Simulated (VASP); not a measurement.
A run of VASP 6.6.1:

File INCAR:

```
PREC = Accurate ; ENCUT = 520
EDIFF = 1E-7 ; ISMEAR = 0
SIGMA = 0.05 ; LREAL = False
LASPH = True ; NELM = 80
ALGO = Normal ; ISIF = 2
LWAVE = False ; LCHARG = True
GGA = PE ; LELF = True
LVHAR = True ; NBANDS = 15
```

The input KPOINTS:

```
Automatic mesh
0
Gamma
  6 6 6
```

File POSCAR:

```
RbBr
1.0
    4.2486677011      0.0000000000      0.0000000000
    0.0000000000      4.2486677011      0.0000000000
    0.0000000000      0.0000000000      4.1929021031
Rb Br
1 1
Direct
    0.0000000000      0.0000000000      0.0000000000
    0.5000000000      0.5000000000      0.5000000000
```

Potentials or basis: VASP PAW PBE potentials, release 64 (Rb_sv, Br).

The run is started by

```sh
$ cat potpaw_PBE.64/Rb_sv/POTCAR potpaw_PBE.64/Br/POTCAR > POTCAR
$ mpirun -np 1 vasp_std > vasp.out
```

Hardware: 1 thread of Intel(R) Xeon(R) Platinum 8488C (Sapphire Rapids), on a shared host.

Task: How long does it take, and how much memory?

Result: Wall time 26 s on 1 thread of Intel(R) Xeon(R) Platinum 8488C (Sapphire Rapids), with other jobs on the host, peak memory 0.19 GiB. Counts: scf iterations 13, k points 40.
